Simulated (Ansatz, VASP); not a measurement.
Two plane-wave programs on Mn

```
CELL_PARAMETERS angstrom
2.46603 0.00000 0.00000
-1.23302 2.13565 0.00000
0.00000 0.00000 7.94092
ATOMIC_POSITIONS crystal
Mn 0.00000 0.00000 0.00000
Mn 0.00000 0.00000 0.50000
Mn 0.33333 0.66667 0.25000
Mn 0.66667 0.33333 0.75000
```

Alike in both runs: task single point; functional LDA; k mesh 17 × 17 × 5; occupations fermi-dirac, width 0.1 eV; no spin polarisation.

|  | VASP | Ansatz |
| --- | --- | --- |
| version | VASP 6.6.1 | Ansatz 0.2.0 |
| potentials or method | VASP PAW LDA potentials, release 64 (Mn_pv), cutoff 520 eV | plane waves (420 eV) with PAW, scalar-relativistic |
| valence electrons in the cell | 52 | 60 |

```csv
,VASP,Ansatz,Ansatz less VASP
pressure (GPa),-11.6,-11.9,-0.36
"traceless stress, the component that is largest in VASP (GPa)",-0.15,-0.07,+0.078
```

Ansatz warns that its potentials were made for another functional, while VASP's fit it. LDA's correlation is that of Perdew and Zunger in VASP and of Perdew and Wang (1992) in Ansatz. VASP's potentials hold 52 valence electrons a cell and Ansatz's 60, so a difference there can come from the potentials and not from the codes.
